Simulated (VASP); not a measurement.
# Yb (P6_3/mmc) in VASP: further runs, part 3 of 3

VASP 6.6.1. The steps go on from the part before.

### 6 Single point, PBEsol

Contents of INCAR:

```
PREC = Accurate
ENCUT = 520
EDIFF = 1E-6
ISMEAR = -1
SIGMA = 0.05
LREAL = False
LASPH = True
NELM = 100
ALGO = Normal
ISIF = 2
LWAVE = False
LCHARG = False
GGA = PS
NBANDS = 31
```

Contents of KPOINTS:

```
Automatic mesh
0
Gamma
  8 8 4
```

Contents of POSCAR:

```
Yb
1.0
    3.8799000000      0.0000000000      0.0000000000
   -1.9399500000      3.3600919641      0.0000000000
    0.0000000000      0.0000000000      6.3859000000
Yb
2
Direct
    0.6666666667      0.3333333333      0.7500000000
    0.3333333333      0.6666666667      0.2500000000
```

Potentials or basis: VASP PAW PBE potentials, release 64 (Yb).

Command:

```bash
$ cat potpaw_PBE.64/Yb/POTCAR > POTCAR
$ mpirun -np 1 vasp_std > vasp.out
```

OUTCAR:

```text
PREC = Accurate
   ENCUT = 520
   EDIFF = 1E-6
   ISMEAR = -1
   LREAL = False
   LASPH = True
   NELM = 100
   ISIF = 2
   GGA = PS

 ion  position               nearest neighbor table
   1  0.667  0.333  0.750-
   2  0.333  0.667  0.250-

  LATTYP: Found a hexagonal cell.
 ALAT       =     3.8799000000
 C/A-ratio  =     1.6458929354

  Lattice vectors:

 A1 = (   3.8799000000,   0.0000000000,   0.0000000000)
 A2 = (  -1.9399500000,   3.3600919641,   0.0000000000)
 A3 = (   0.0000000000,   0.0000000000,   6.3859000000)

Analysis of symmetry for initial positions (statically):
=====================================================================
 Subroutine PRICEL returns:
 Original cell was already a primitive cell.

 Routine SETGRP: Setting up the symmetry group for a
 hexagonal supercell.

 Subroutine GETGRP returns: Found 24 space group operations
[... 160 lines left out ...]
  ---------------------------------------------------
  ext. energy  EPLUGINS =         0.00000000
  ---------------------------------------------------
  free energy    TOTEN  =        -7.59522103 eV

  energy without entropy =       -7.55843582  energy(sigma->0) =       -7.57682842

 E-fermi :   1.0214     XC(G=0):  -8.9317

 val. band max:        1.0138229354   @ k =   0.3750   0.0000   0.0000
 cond. band min:       1.0280376936   @ k =   0.1250   0.1250   0.0000
 fundamental gap:      0.0142147582
 Fermi energy:         1.0214366009

 k-point     1 :       0.0000    0.0000    0.0000
  band No.  band energies     occupation
      1     -50.8297      2.00000
      2     -50.8219      2.00000
      3     -23.2840      2.00000
      4     -23.1117      2.00000
      5     -23.1117      2.00000
      6     -23.0843      2.00000
[... 805 lines left out ...]
     30       4.5668      0.00000
     31       5.9573      0.00000

 [... further k-points ...]

------------------------ aborting loop because EDIFF is reached ----------------------------------------

  FORCE on cell =-STRESS in cart. coord.  units (eV):
  Direction    XX          YY          ZZ          XY          YZ          ZX
  --------------------------------------------------------------------------------------
  -------------------------------------------------------------------------------------
  Total       -1.5268160     -1.5268160     -1.4250665      0.0000000      0.0000000      0.0000000
  in kB      -29.3834969    -29.3834969    -27.4253327      0.0000000      0.0000000      0.0000000
  external PRESSURE =     -28.7307755 kB  Pullay stress =       0.0000000 kB

 VOLUME and BASIS-vectors are now :
 -----------------------------------------------------------------------------
  energy-cutoff  :      520.00
  volume of cell :       83.25
      direct lattice vectors                 reciprocal lattice vectors
     3.879900000  0.000000000  0.000000000     0.257738602  0.148805451  0.000000000
    -1.939950000  3.360091964  0.000000000     0.000000000  0.297610902  0.000000000
     0.000000000  0.000000000  6.385900000     0.000000000  0.000000000  0.156594998

 POSITION                                       TOTAL-FORCE (eV/Angst)
 -----------------------------------------------------------------------------------
      1.93995      1.12003      4.78943         0.000000      0.000000      0.000000
     -0.00000      2.24006      1.59648        -0.000000      0.000000     -0.000000
 -----------------------------------------------------------------------------------
    total drift:                               -0.000000      0.000000     -0.000000

  FREE ENERGIE OF THE ION-ELECTRON SYSTEM (eV)
  ---------------------------------------------------
  free  energy   TOTEN  =        -7.5952210253 eV

  energy  without entropy=       -7.5584358209  energy(sigma->0) =       -7.57682842
```

OSZICAR:

```text
N       E                     dE             d eps       ncg     rms          rms(c)
DAV:   1     0.353289063145E+03    0.35329E+03   -0.15775E+04  2596   0.991E+03
DAV:   2     0.686396965848E+02   -0.28465E+03   -0.26730E+03  2674   0.926E+02
DAV:   3     0.520600462208E+01   -0.63434E+02   -0.61914E+02  3013   0.236E+02
[... 38 lines left out ...]
DAV:  42    -0.759522732340E+01    0.18230E-04   -0.70711E-06  2070   0.409E-01    0.831E-02
DAV:  43    -0.759521846133E+01    0.88621E-05   -0.99726E-06  2751   0.286E-01    0.551E-02
DAV:  44    -0.759521894189E+01   -0.48056E-06   -0.24464E-05  2494   0.104E-01    0.395E-02
DAV:  45    -0.759522109302E+01   -0.21511E-05   -0.23526E-05  3082   0.398E-02    0.432E-02
DAV:  46    -0.759522102525E+01    0.67765E-07   -0.61785E-07  1333   0.249E-02
   1 F= -.75952210E+01 E0= -.75768284E+01  d E =-.367852E-01
```

Wall time 3 min (1 thread of Intel Xeon 6975P-C (Granite Rapids), shared host); peak memory 0.23 GiB.

What came out:

```
Free energy            : -7.5952 eV
Pressure               : -2.9 GPa
Band gap on the k mesh : zero (bands 24 and 25 overlap by 0.20 eV)
```

Caveat: the PAW data sets were made with another functional, which shifts forces and pressure a little; spin-orbit coupling is left out, which moves the levels of the heavy elements. Spin polarisation is off, so any magnetic state and its effect on volume and gap are missing.

### 7 The runs side by side

```tsv
task	level	spin	fixed moment (μB)	cell	k mesh	cutoff (eV)	gap on the mesh (eV)	pressure (GPa)	moment (μB)
relaxation of cell and atoms	LDA	collinear, ferromagnetic start	-	relaxed	6 × 6 × 3	600	none	0.0	0.00
single point	PBEsol	collinear, ferromagnetic start	2.5	as given	7 × 7 × 4	520	-	-3.8	2.50
single point	PBEsol	collinear, ferromagnetic start	3.0	as given	7 × 7 × 4	520	-	-3.7	3.00
single point	PBEsol	collinear, ferromagnetic start	4.0	as given	7 × 7 × 4	520	-	-3.7	4.00
single point	PBEsol	off	-	as given	8 × 8 × 4	520	none	-2.9	-
```

Alike in all rows: potentials or basis VASP PAW PBE potentials, release 64 (Yb); smearing fermi-dirac 0.05 eV.

Caveats: the PAW data sets were made with another functional, which shifts forces and pressure a little; spin-orbit coupling is left out, which moves the levels of the heavy elements; the cell stands under tension (at least some runs); the total moment is fixed, so each spin has its own Fermi level (at least some runs); the electronic state changed during the relaxation (at least some runs).

Absolute energies hang on the potentials; compare differences alone.
